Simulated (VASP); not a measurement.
# Mo3HS6 in VASP: a series of runs, part 2 of 2

VASP 6.6.1. Earlier steps stand in the parts before.

## Step 5: Single point, PBEsol

INCAR

```
SYSTEM = Mo3HS6
ALGO     = Normal         ! electronic algorithm
DIPOL    = 0.5 0.5 0.485
EDIFF    = 1E-6           ! SCF threshold, eV
ENCUT    = 520            ! plane-wave cutoff, eV
GGA      = PS             ! functional
IDIPOL   = 3            
ISIF     = 2              ! what is computed and relaxed
ISMEAR   = 0              ! smearing method
LASPH    = .True.         ! aspherical terms in the spheres
LCHARG   = .True.         ! write CHGCAR
LDIPOL   = .True.       
LELF     = .True.         ! ELF
LREAL    = .False.        ! projectors in reciprocal space
LVACPOTAV= .True.       
LVHAR    = .True.       
LWAVE    = .False.        ! write WAVECAR
NBANDS   = 50             ! bands
NELM     = 60             ! most SCF steps
PREC     = Accurate       ! precision mode
SIGMA    = 0.1            ! smearing width, eV
```

KPOINTS

```
k-points
0
Gamma
  10 5 1
  0 0 0
```

POSCAR

```
Mo3HS6
1.0
    3.1204068985      0.0000000000      0.0000000000
   -1.5602034492      6.1523257957      0.0000000000
    0.0000000000      0.0000000000     25.6597815141
S Mo H
6 3 1
Direct
    0.8927216587      0.7854433174      0.3312576919
    0.1715891272      0.3431782543      0.3824398182
    0.4248770516      0.8497541032      0.4354374436
    0.7047428115      0.4094654124      0.4861970894
    0.9628665561      0.9257405526      0.5411345583
    0.1730160878      0.3460381128      0.6172031673
    0.5321553930      0.0643107859      0.3568487551
    0.0634283179      0.1268429315      0.4560351157
    0.6028601598      0.2057221030      0.5588565878
    0.3396827545      1.1793714461      0.6859383869
```

Potentials or basis: VASP PAW PBE potentials, release 64 (S, Mo_sv, H).

Started as:

```console
cat potpaw_PBE.64/S/POTCAR potpaw_PBE.64/Mo_sv/POTCAR potpaw_PBE.64/H/POTCAR > POTCAR
mpirun -np 1 vasp_std > vasp.out
```

OUTCAR:

```text
SYSTEM = Mo3HS6
   EDIFF = 1E-6
   ENCUT = 520
   GGA = PS
   ISIF = 2
   ISMEAR = 0
   LASPH = .True.
   LREAL = .False.
   NELM = 60
   PREC = Accurate

 ion  position               nearest neighbor table
   1  0.893  0.785  0.331-   7 2.41   7 2.41
   2  0.172  0.343  0.382-   8 2.31   7 2.41   7 2.41
   3  0.425  0.850  0.435-   8 2.37   8 2.37   7 2.41
   4  0.705  0.409  0.486-   9 2.25   8 2.46   8 2.46
   5  0.963  0.926  0.541-   9 2.37   9 2.37   8 2.51
   6  0.173  0.346  0.617-   9 2.33   9 2.33
   7  0.532  0.064  0.357-   3 2.41   2 2.41   2 2.41   1 2.41   1 2.41   8 3.01   8 3.01
   8  0.063  0.127  0.456-   2 2.31   3 2.37   3 2.37   4 2.46   4 2.46   5 2.51   7 3.01   7 3.01
                             9 3.10   9 3.10
   9  0.603  0.206  0.559-   4 2.25   6 2.33   6 2.33   5 2.37   5 2.37   8 3.10   8 3.10
  10  0.340  0.179  0.686-

  LATTYP: Found a base centered orthorhombic cell.
 ALAT       =     3.1204068985
 B/A-ratio  =     3.9432843189
 C/A-ratio  =     8.2232165063

  Lattice vectors:

 A1 = (   1.5602034492,  -6.1523257957,   0.0000000000)
 A2 = (   1.5602034493,   6.1523257957,   0.0000000000)
 A3 = (   0.0000000000,   0.0000000000,  25.6597815141)

Analysis of symmetry for initial positions (statically):
[... 224 lines left out ...]
      1     -62.5580      2.00000
      2     -62.3941      2.00000
      3     -62.2164      2.00000
      4     -36.8590      2.00000
      5     -36.7132      2.00000
      6     -36.6109      2.00000
[... 1261 lines left out ...]
     49       1.9362      0.00000
     50       2.4727      0.00000

 [... further k-points ...]
[... 5 lines left out ...]
  --------------------------------------------------------------------------------------
  -------------------------------------------------------------------------------------
  Total       -2.5782903     -1.3342066     -4.3073265      0.7246482      1.9207123     -1.1762766
  in kB       -8.3856917     -4.3394049    -14.0092494      2.3568629      6.2469695     -3.8257496
  external PRESSURE =      -8.9114487 kB  Pullay stress =       0.0000000 kB

 VOLUME and BASIS-vectors are now :
 -----------------------------------------------------------------------------
  energy-cutoff  :      520.00
  volume of cell :      492.61
      direct lattice vectors                 reciprocal lattice vectors
     3.120406899  0.000000000  0.000000000     0.320471026  0.081270078  0.000000000
    -1.560203449  6.152325796  0.000000000     0.000000000  0.162540157  0.000000000
     0.000000000  0.000000000 25.659781514     0.000000000  0.000000000  0.038971493

 POSITION                                       TOTAL-FORCE (eV/Angst)
 -----------------------------------------------------------------------------------
      1.56020      4.83230      8.50000         0.004442      1.512913     -0.558705
      0.00000      2.11134      9.81332        -0.002630      0.847358     -1.260912
      0.00000      5.22796     11.17323         0.002093      0.309039     -1.138350
      1.56023      2.51916     12.47571         0.083894     -0.012828     -0.043899
      1.56019      5.69546     13.88539         0.048780      0.064849     -0.044306
     -0.00001      2.12894     15.83730         0.737323     -0.359802      1.430334
      1.56020      0.39566      9.15666         0.029658     -2.757628      2.878787
      0.00002      0.78038     11.70176         0.023914      0.117228     -0.001220
      1.56020      1.26567     14.34014        -0.356006     -0.374479      0.004974
      0.78009      1.10355     17.60103        -0.571469      0.653351     -1.266703
 -----------------------------------------------------------------------------------
    total drift:                                0.000304      0.000197     -0.000271

  FREE ENERGIE OF THE ION-ELECTRON SYSTEM (eV)
  ---------------------------------------------------
  free  energy   TOTEN  =       -67.1452359287 eV

  energy  without entropy=      -67.1075870913  energy(sigma->0) =      -67.12641151

 vacuum level on the upper side and lower side of the slab         4.459         3.977
```

Run time: 13 min. Hardware: 1 thread of AMD EPYC 9R45 (Zen 5), shared host; peak memory 0.79 GiB.

Results:

* Free energy: -67.1452 eV
* Largest force: 3.987 eV/Å
* Band gap on the k mesh: zero (an odd number of electrons rules out a gap without spin polarisation)

Forces on the atoms (eV/Å):
```
S    0.004  1.513 -0.559
S   -0.003  0.847 -1.261
S    0.002  0.309 -1.138
S    0.084 -0.013 -0.044
S    0.049  0.065 -0.044
S    0.737 -0.360  1.430
Mo   0.030 -2.758  2.879
Mo   0.024  0.117 -0.001
Mo  -0.356 -0.374  0.005
H   -0.571  0.653 -1.267
```

Caveat: the PAW data sets were made with another functional, which shifts forces and pressure a little.

## Step 6: The runs side by side

| cell | gap on the mesh (eV) | largest force (eV/Å) |
| --- | --- | --- |
| as given, atomic positions A | none | 3.92 |
| as given, atomic positions B | none | 4.06 |
| as given, atomic positions C | none | 3.84 |
| as given, atomic positions D | none | 3.99 |

Alike in all rows: task single point; level PBEsol; potentials or basis VASP PAW PBE potentials, release 64 (S, Mo_sv, H); no spin polarisation; k mesh 10 × 5 × 1; cutoff (eV) 520; smearing gaussian 0.1 eV.

Caveats: the PAW data sets were made with another functional, which shifts forces and pressure a little.

Absolute energies hang on the potentials; compare differences alone.
